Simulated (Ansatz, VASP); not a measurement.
**SnTe: VASP beside Ansatz**

```xyz
2
Lattice="0.0000 3.1774 3.1774 3.1774 0.0000 3.1774 3.1774 3.1774 0.0000" Properties=species:S:1:pos:R:3 pbc="T T T"
Sn    0.0000    0.0000    0.0000
Te    3.1774    3.1774    3.1774
```

Change from the starting cell: volume scaled by 1.02.

Alike in both runs: task single point; functional LDA; k mesh 11 × 11 × 11; occupations fermi-dirac, width 0.08 eV; no spin polarisation.

|  | VASP | Ansatz |
| --- | --- | --- |
| version | VASP 6.6.1 | Ansatz 0.2.0 |
| potentials or method | VASP PAW LDA potentials, release 64 (Sn_d, Te), cutoff 520 eV | all-electron LAPW, scalar-relativistic |

```tsv
	VASP	Ansatz	Ansatz less VASP
pressure (GPa)	-2.5	-2.5	-0.01
```

LDA's correlation is that of Perdew and Zunger in VASP and of Perdew and Wang (1992) in Ansatz. Ansatz ran all-electron here, and VASP with PAW potentials.

Neither program's run includes spin-orbit coupling.
